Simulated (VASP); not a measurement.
A run of VASP 6.6.1:

Contents of INCAR:

```
PREC = Accurate
ENCUT = 520
EDIFF = 1E-6
ISMEAR = 0
SIGMA = 0.1
LREAL = False
LASPH = True
NELM = 100
ALGO = Fast
ISIF = 2
LWAVE = False
LCHARG = True
GGA = PE
LELF = True
LVHAR = True
NBANDS = 46
```

KPOINTS

```
Automatic mesh
0
Gamma
  8 4 6
```

The input POSCAR:

```
In3GaAs4
1.0
    4.2918761623      0.0000000000      0.0000000000
    0.0000000000      8.5970776069      0.0000000000
    0.0000000000      0.0000000000      6.0809258947
In Ga As
3 1 4
Direct
    0.0000000000      0.7589911725      0.2496972830
    0.5000000000      0.5000000000      0.7518500686
    0.0000000000      0.2410088275      0.2496972830
    0.5000000000      0.0000000000      0.7467519312
    0.0000000000      0.0000000000      0.9722693857
    0.5000000000      0.7619370708      0.5099667905
    0.0000000000      0.5000000000      0.0098014975
    0.5000000000      0.2380629292      0.5099667905
```

Potentials or basis: VASP PAW PBE potentials, release 64 (In_d, Ga_d, As).

Launch:

```sh
$ cat potpaw_PBE.64/In_d/POTCAR potpaw_PBE.64/Ga_d/POTCAR potpaw_PBE.64/As/POTCAR > POTCAR
$ mpirun -np 1 vasp_std > vasp.out
```

Hardware: 1 thread of Oxide Virtual Turin-like Processor, with other jobs on the host.

**Question.** Estimate the wall time of this run.

**Answer.** Wall time 29 min on 1 thread of Oxide Virtual Turin-like Processor (shared host), peak memory 0.64 GiB. Counts: scf iterations 24, k points 60.
